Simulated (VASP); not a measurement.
# Rb in VASP: a series of runs

Rb is run at these levels: PBE; tasks: relaxation of shape and atoms at fixed volume, single point.

All numbers are computed with VASP 6.6.1; they aren't measurements. Logs are shortened: lines on timing, memory, paths and dates and some standing lists are left out, and cuts for length are marked.

**1. The cell of the first run**

The typed cell holds 2 atoms: a = 4.961 Å, b = 4.961 Å, c = 8.059 Å, α = 90.00°, β = 90.00°, γ = 120.00°.

This isn't the form of Rb at room conditions, which is bcc.

**2. Relaxation of shape and atoms at fixed volume, PBE (85.89 Å³/atom)**

File INCAR:

```
  PREC = Accurate
  ENCUT = 600
  EDIFF = 1E-6
  ISMEAR = 0
  SIGMA = 0.1
  LREAL = False
  LASPH = True
  NELM = 60
  ALGO = Fast
  ISIF = 4
  LWAVE = False
  LCHARG = False
  GGA = PE
  IBRION = 2
  NSW = 50
  EDIFFG = -0.01
```

File KPOINTS:

```
regular mesh
0
Gamma
  12 12 8
```

File POSCAR:

```
Rb
1.0
    4.9612207080      0.0000000000      0.0000000000
   -2.4806103540      4.2965431669      0.0000000000
    0.0000000000      0.0000000000      8.0591033795
Rb
2
Direct
    0.6666666667      0.3333333333      0.2499780873
    0.3333333333      0.6666666667      0.7500219127
```

Potentials or basis: VASP PAW PBE potentials, release 64 (Rb_sv).

Run with:

```console
cat potpaw_PBE.64/Rb_sv/POTCAR > POTCAR
mpirun -np 1 vasp_std > vasp.out
```

OUTCAR:

```text
PREC = Accurate
   ENCUT = 600
   EDIFF = 1E-6
   ISMEAR = 0
   LREAL = False
   LASPH = True
   NELM = 60
   ISIF = 4
   GGA = PE
   IBRION = 2
   NSW = 50
   EDIFFG = -0.01

 ion  position               nearest neighbor table
   1  0.667  0.333  0.250-   2 4.94   2 4.94   2 4.94   2 4.94   2 4.94   2 4.94
   2  0.333  0.667  0.750-   1 4.94   1 4.94   1 4.94   1 4.94   1 4.94   1 4.94

  LATTYP: Found a hexagonal cell.
 ALAT       =     4.9612207080
 C/A-ratio  =     1.6244194431

  Lattice vectors:

 A1 = (   4.9612207080,   0.0000000000,   0.0000000000)
 A2 = (  -2.4806103540,   4.2965431669,   0.0000000000)
 A3 = (   0.0000000000,   0.0000000000,   8.0591033795)

Analysis of symmetry for initial positions (statically):
=====================================================================
 Subroutine PRICEL returns:
 Original cell was already a primitive cell.

 Routine SETGRP: Setting up the symmetry group for a
 hexagonal supercell.

 Subroutine GETGRP returns: Found 12 space group operations
 (whereof 12 operations were pure point group operations)
 out of a pool of 24 trial point group operations.

The static configuration has the point symmetry D_3d.

Analysis of symmetry for dynamics (positions and initial velocities):
=====================================================================
 Subroutine PRICEL returns:
 Original cell was already a primitive cell.

 Routine SETGRP: Setting up the symmetry group for a
 hexagonal supercell.

 Subroutine GETGRP returns: Found 12 space group operations
 (whereof 12 operations were pure point group operations)
 out of a pool of 24 trial point group operations.

The dynamic configuration has the point symmetry D_3d.

 Subroutine INISYM returns: Found 12 space group operations
 (whereof 12 operations are pure point group operations),
 and found     1 'primitive' translations

----------------------------------------------------------------------------------------

                                     Primitive cell

  volume of cell :     171.7886

  direct lattice vectors                    reciprocal lattice vectors
     4.961220708  0.000000000  0.000000000     0.201563296  0.116372623  0.000000000
    -2.480610354  4.296543167  0.000000000     0.000000000  0.232745247  0.000000000
     0.000000000  0.000000000  8.059103379     0.000000000  0.000000000  0.124083282

  length of vectors
     4.961220708  4.961220708  8.059103379     0.232745247  0.232745247  0.124083282

  position of ions in fractional coordinates (direct lattice)
     0.666666667  0.333333333  0.249978087
     0.333333333  0.666666667  0.750021913

  ion indices of the primitive-cell ions
   primitive index   ion index
                 1           1
                 2           2

----------------------------------------------------------------------------------------

 KPOINTS: regular mesh

Automatic generation of k-mesh.
 Grid dimensions read from file:
 generate k-points for:   12   12    8

 Generating k-lattice:

  Cartesian coordinates                     Fractional coordinates (reciprocal lattice)
     0.016796941  0.009697719  0.000000000     0.083333333  0.000000000  0.000000000
     0.000000000  0.019395437  0.000000000     0.000000000  0.083333333  0.000000000
     0.000000000  0.000000000  0.015510410     0.000000000  0.000000000  0.125000000

  Length of vectors
     0.019395437  0.019395437  0.015510410

  Shift w.r.t. Gamma in fractional coordinates (k-lattice)
     0.000000000  0.000000000  0.000000000

 Subroutine IBZKPT returns following result:
 ===========================================

 Found    131 irreducible k-points:

 Following reciprocal coordinates:
            Coordinates               Weight
  0.000000  0.000000  0.000000      1.000000
  0.083333  0.000000  0.000000      6.000000
  0.166667  0.000000  0.000000      6.000000
  0.250000  0.000000  0.000000      6.000000
  0.333333  0.000000  0.000000      6.000000
  0.416667  0.000000  0.000000      6.000000
[... 16 lines left out ...]
  0.166667  0.000000  0.125000      6.000000
  0.000000  0.166667  0.125000      6.000000
 [... further k-points ...]
   k-points           NKPTS =    131   k-points in BZ     NKDIM =    131   number of bands    NBANDS=     13
   number of dos      NEDOS =    301   number of ions     NIONS =      2
   total plane-waves  NPLWV = 102400
   dimension x,y,z NGX =    40 NGY =   40 NGZ =   64
   dimension x,y,z NGXF=    80 NGYF=   80 NGZF=  128
   ions per type =               2
   NGX,Y,Z   is equivalent  to a cutoff of  13.40, 13.40, 13.20 a.u.
   NGXF,Y,Z  is equivalent  to a cutoff of  26.81, 26.81, 26.40 a.u.
 SYSTEM =  unknown system
   PREC   = accura    normal or accurate (medium, high low for compatibility)
   ISTART =      0    job   : 0-new  1-cont  2-samecut
   ICHARG =      2    charge: 1-file 2-atom 10-const
   ISPIN  =      1    spin polarized calculation?
   LNONCOLLINEAR =      F non collinear calculations
   LSORBIT =      F    spin-orbit coupling
   LASPH  =      T    aspherical Exc in radial PAW
   ENCUT  =  600.0 eV  44.10 Ry    6.64 a.u.   9.91  9.91 16.10*2*pi/ulx,y,z
   NELM   =     60;   NELMIN=  2; NELMDL= -5     # of ELM steps
   EDIFF  = 0.1E-05   stopping-criterion for ELM
   LREAL  =      F    real-space projection
   EDIFFG = -.1E-01   stopping-criterion for IOM
   NSW    =     50    number of steps for IOM
   IBRION =      2    ionic relax: 0-MD 1-quasi-New 2-CG
   NFREE  =      1    steps in history (QN), initial steepest desc. (CG)
   ISIF   =      4    stress and relaxation
   ISYM   =      2    0-nonsym 1-usesym 2-fastsym
   POTIM  = 0.5000    time-step for ionic-motion
   TEBEG  =    0.0;   TEEND  =   0.0 temperature during run
   PSTRESS=    0.0 pullay stress
   NELECT =      18.0000    total number of electrons
   NUPDOWN=      -1.0000    fix difference up-down
   EMIN   =  10.00;   EMAX   =-10.00  energy-range for DOS
   EFERMI =   0.00;   METHOD = LEGACY
   ISMEAR =     0;   SIGMA  =   0.10  broadening in eV -4-tet -1-fermi 0-gaus
   EFERMI_NEDOS =   21; number of points for ismear=-14 and -15
   IALGO  =     68    algorithm
   IMIX   =      4    mixing-type and parameters
     AMIX     =   0.40;   BMIX     =  1.00
     AMIX_MAG =   1.60;   BMIX_MAG =  1.00
  volume/ion in A,a.u.               =      85.89       579.64
  Fermi-wavevector in a.u.,A,eV,Ry     =   0.771793  1.458477  8.104507  0.595664
  Thomas-Fermi vector in A             =   1.873287
   LORBIT       =      0    0 simple, 1 ext, 2 COOP (PROOUT), +10 PAW based schemes
   GGA     = PE    functional components
   LHFCALC =     F    Hartree Fock is set to
   AEXX    =    0.0000 exact exchange contribution
   IVDW    =     0    specifies the selected vdW correction
   LEPSILON=     F    determine dielectric tensor
   LRPA    =     F    only Hartree local field effects (RPA)
 conjugate gradient relaxation of ions
 non-spin polarized calculation
 RMM-DIIS sequential band-by-band and
 Gauss-broadening in eV      SIGMA  =   0.10
  energy-cutoff  :      600.00
  volume of cell :      171.79
 maximum number of plane-waves:      5772
   NGX = 19   NGY = 19   NGZ = 33

 number of electron      18.0000000 magnetization

 Free energy of the ion-electron system (eV)
  ---------------------------------------------------
  ext. energy  EPLUGINS =         0.00000000
  ---------------------------------------------------
  free energy    TOTEN  =        -1.87381306 eV

  energy without entropy =       -1.86603184  energy(sigma->0) =       -1.86992245

 E-fermi :   0.1407     XC(G=0):  -5.6062

 val. band max:        0.1172964024   @ k =   0.2500   0.0000   0.2500
 cond. band min:       0.1515835902   @ k =   0.2500   0.2500   0.3750
 fundamental gap:      0.0342871878
 Fermi energy:         0.1406566498

 k-point     1 :       0.0000    0.0000    0.0000
  band No.  band energies     occupation
      1     -28.7227      2.00000
      2     -28.7175      2.00000
      3     -12.8761      2.00000
      4     -12.7765      2.00000
      5     -12.7765      2.00000
      6     -12.7603      2.00000
      7     -12.7603      2.00000
      8     -12.7591      2.00000
      9      -1.9051      2.00000
     10       0.2809      0.04734
     11       0.8553      0.00000
     12       3.6560      0.00000
     13       3.7106      0.00000

 k-point     2 :       0.0833    0.0000    0.0000
  band No.  band energies     occupation
      1     -28.7224      2.00000
      2     -28.7174      2.00000
      3     -12.8735      2.00000
      4     -12.7822      2.00000
      5     -12.7783      2.00000
      6     -12.7663      2.00000
      7     -12.7612      2.00000
      8     -12.7601      2.00000
      9      -1.8325      2.00000
     10       0.3591      0.00201
     11       0.8736      0.00000
     12       3.3042      0.00000
     13       3.7726      0.00000

 k-point     3 :       0.1667    0.0000    0.0000
  band No.  band energies     occupation
      1     -28.7215      2.00000
      2     -28.7170      2.00000
      3     -12.8661      2.00000
      4     -12.7980      2.00000
      5     -12.7832      2.00000
      6     -12.7825      2.00000
      7     -12.7638      2.00000
      8     -12.7631      2.00000
      9      -1.6190      2.00000
     10       0.5851      0.00000
     11       0.9302      0.00000
     12       2.7692      0.00000
     13       3.3967      0.00000

 k-point     4 :       0.2500    0.0000    0.0000
  band No.  band energies     occupation
      1     -28.7204      2.00000
      2     -28.7165      2.00000
      3     -12.8550      2.00000
      4     -12.8198      2.00000
      5     -12.8040      2.00000
      6     -12.7898      2.00000
      7     -12.7682      2.00000
      8     -12.7676      2.00000
      9      -1.2768      2.00000
     10       0.9288      0.00000
     11       1.0292      0.00000
     12       2.1816      0.00000
     13       2.9902      0.00000

 k-point     5 :       0.3333    0.0000    0.0000
  band No.  band energies     occupation
      1     -28.7191      2.00000
      2     -28.7162      2.00000
      3     -12.8421      2.00000
      4     -12.8418      2.00000
      5     -12.8249      2.00000
      6     -12.7962      2.00000
      7     -12.7752      2.00000
      8     -12.7715      2.00000
      9      -0.8253      2.00000
     10       1.1714      0.00000
     11       1.3170      0.00000
     12       1.5738      0.00000
     13       2.7381      0.00000
[... 257 lines left out ...]
 k-point    22 :       0.0000    0.0833    0.1250
  band No.  band energies     occupation
      1     -28.7222      2.00000
      2     -28.7175      2.00000
      3     -12.8694      2.00000
      4     -12.7815      2.00000
      5     -12.7777      2.00000
      6     -12.7693      2.00000
      7     -12.7621      2.00000
      8     -12.7618      2.00000
      9      -1.7864      2.00000
     10       0.0741      1.65354
     11       1.1619      0.00000
     12       3.3110      0.00000
     13       3.7717      0.00000

 k-point    23 :       0.1667    0.0000    0.1250
  band No.  band energies     occupation
      1     -28.7214      2.00000
      2     -28.7172      2.00000
      3     -12.8629      2.00000
      4     -12.7969      2.00000
      5     -12.7852      2.00000
      6     -12.7825      2.00000
      7     -12.7649      2.00000
      8     -12.7646      2.00000
      9      -1.5741      2.00000
     10       0.2640      0.08120
     11       1.2481      0.00000
     12       2.7906      0.00000
     13       3.3843      0.00000

 k-point    24 :       0.0000    0.1667    0.1250
  band No.  band energies     occupation
      1     -28.7214      2.00000
      2     -28.7172      2.00000
      3     -12.8629      2.00000
      4     -12.7969      2.00000
      5     -12.7852      2.00000
      6     -12.7825      2.00000
      7     -12.7649      2.00000
      8     -12.7646      2.00000
      9      -1.5741      2.00000
     10       0.2640      0.08121
     11       1.2481      0.00000
     12       2.7906      0.00000
     13       3.3834      0.00000

 [... further k-points ...]

------------------------ aborting loop because EDIFF is reached ----------------------------------------

  FORCE on cell =-STRESS in cart. coord.  units (eV):
  Direction    XX          YY          ZZ          XY          YZ          ZX
  --------------------------------------------------------------------------------------
  -------------------------------------------------------------------------------------
  Total        0.2099058      0.2099058      0.1977026      0.0000000     -0.0000000      0.0000000
  in kB        1.9576753      1.9576753      1.8438625      0.0000000     -0.0000000      0.0000000
  external PRESSURE =       1.9197377 kB  Pullay stress =       0.0000000 kB

 VOLUME and BASIS-vectors are now :
 -----------------------------------------------------------------------------
  energy-cutoff  :      600.00
  volume of cell :      171.79
      direct lattice vectors                 reciprocal lattice vectors
     4.961220708  0.000000000  0.000000000     0.201563296  0.116372623  0.000000000
    -2.480610354  4.296543167  0.000000000     0.000000000  0.232745247  0.000000000
     0.000000000  0.000000000  8.059103379     0.000000000  0.000000000  0.124083282

 POSITION                                       TOTAL-FORCE (eV/Angst)
 -----------------------------------------------------------------------------------
      2.48061      1.43218      2.01460         0.000000     -0.000000      0.000044
     -0.00000      2.86436      6.04450        -0.000000      0.000000     -0.000044
 -----------------------------------------------------------------------------------
    total drift:                                0.000000     -0.000000      0.000000

  FREE ENERGIE OF THE ION-ELECTRON SYSTEM (eV)
  ---------------------------------------------------
  free  energy   TOTEN  =        -1.8738130648 eV

  energy  without entropy=       -1.8660318381  energy(sigma->0) =       -1.86992245

 reached required accuracy - stopping structural energy minimisation
```

Run time: 3.6 min. Hardware: 1 thread of Intel Xeon Platinum 8488C (Sapphire Rapids), shared host; peak memory 0.51 GiB.

Results:

* Free energy: -1.8738 eV
* Pressure after relaxing: 0.2 GPa
* Band gap on the k mesh: zero (bands 9 and 10 overlap by 2.40 eV)

Final structure:
```
CELL_PARAMETERS angstrom
4.96122 0.00000 0.00000
-2.48061 4.29654 0.00000
0.00000 0.00000 8.05910
ATOMIC_POSITIONS crystal
Rb 0.66667 0.33333 0.24998
Rb 0.33333 0.66667 0.75002
```

Caveat: the relaxation stopped at its first step, so nothing moved.

**3. Single point, PBE (88.64 Å³/atom)**

This run uses another cell than the first one, of 88.64 Å³/atom.

File INCAR:

```
PREC = Accurate ; ENCUT = 520
EDIFF = 1E-6 ; ISMEAR = 0
SIGMA = 0.1 ; LREAL = False
LASPH = True ; NELM = 60
ALGO = Fast ; ISIF = 2
LWAVE = False ; LCHARG = False
GGA = PE ; NBANDS = 16
```

KPOINTS is that of step 2.

File POSCAR:

```
Rb
1.0
    5.0134479219      0.0000000000      0.0000000000
   -2.5067239610      4.3417732609      0.0000000000
    0.0000000000      0.0000000000      8.1439422812
Rb
2
Direct
    0.6666666667      0.3333333333      0.2499780873
    0.3333333333      0.6666666667      0.7500219127
```

Potentials or basis: VASP PAW PBE potentials, release 64 (Rb_sv).

Run with:

```console
cat potpaw_PBE.64/Rb_sv/POTCAR > POTCAR
mpirun -np 1 vasp_std > vasp.out
```

Wall time 7.6 min (1 thread of Intel Xeon 8259CL, shared host); peak memory 0.5 GiB.

It converged, with:

- Free energy: -1.8787 eV
- Pressure: 0.1 GPa
- Band gap on the k mesh: zero (bands 9 and 10 overlap by 2.37 eV)

Levels at points of the mesh, in eV from the Fermi level:
| k point | band 7 | band 8 | band 9 | band 10 | band 11 | band 12 |
| --- | --- | --- | --- | --- | --- | --- |
| (0.00, 0.00, 0.00) | -12.92 | -12.92 | -2.00 | 0.15 | 0.69 | 3.49 |
| (0.50, 0.00, 0.00) | -12.94 | -12.93 | 0.04 | 0.31 | 1.30 | 1.56 |
| (0.00, 0.00, 0.50) | -12.93 | -12.93 | -1.31 | -1.31 | 2.35 | 2.35 |
| (0.50, 0.00, 0.50) | -12.94 | -12.94 | 0.41 | 0.41 | 0.93 | 0.93 |

**4. Single point, PBE**

This run uses another cell than the first one, of 91.38 Å³/atom.

File INCAR:

```
PREC = Accurate
ENCUT = 520
EDIFF = 1E-6
ISMEAR = 0
SIGMA = 0.1
LREAL = False
LASPH = True
NELM = 60
ALGO = Fast
ISIF = 2
LWAVE = False
LCHARG = False
GGA = PE
NBANDS = 16
```

KPOINTS is that of step 3.

File POSCAR:

```
Rb
1.0
    5.0646090873      0.0000000000      0.0000000000
   -2.5323045437      4.3860801299      0.0000000000
    0.0000000000      0.0000000000      8.2270494730
Rb
2
Direct
    0.6666666667      0.3333333333      0.2499780873
    0.3333333333      0.6666666667      0.7500219127
```

Run with:

```console
cat potpaw_PBE.64/Rb_sv/POTCAR > POTCAR
mpirun -np 1 vasp_std > vasp.out
```

Run time: 7.7 min. Hardware: 1 thread of Intel Xeon 8259CL, shared host; peak memory 0.5 GiB.

It converged, with:

| Quantity | Value |
| --- | --- |
| Free energy | -1.8802 eV |
| Pressure | 0.0 GPa |
| Band gap on the k mesh | zero (bands 9 and 10 overlap by 2.35 eV) |

Levels at points of the mesh, in eV from the Fermi level:
| k point | band 7 | band 8 | band 9 | band 10 | band 11 | band 12 |
| --- | --- | --- | --- | --- | --- | --- |
| (0.00, 0.00, 0.00) | -12.94 | -12.94 | -1.96 | 0.15 | 0.68 | 3.46 |
| (0.50, 0.00, 0.00) | -12.96 | -12.95 | 0.04 | 0.31 | 1.31 | 1.56 |
| (0.00, 0.00, 0.50) | -12.94 | -12.94 | -1.29 | -1.29 | 2.34 | 2.34 |
| (0.50, 0.00, 0.50) | -12.96 | -12.96 | 0.41 | 0.41 | 0.91 | 0.91 |

(Continued in part 2 of 2.)
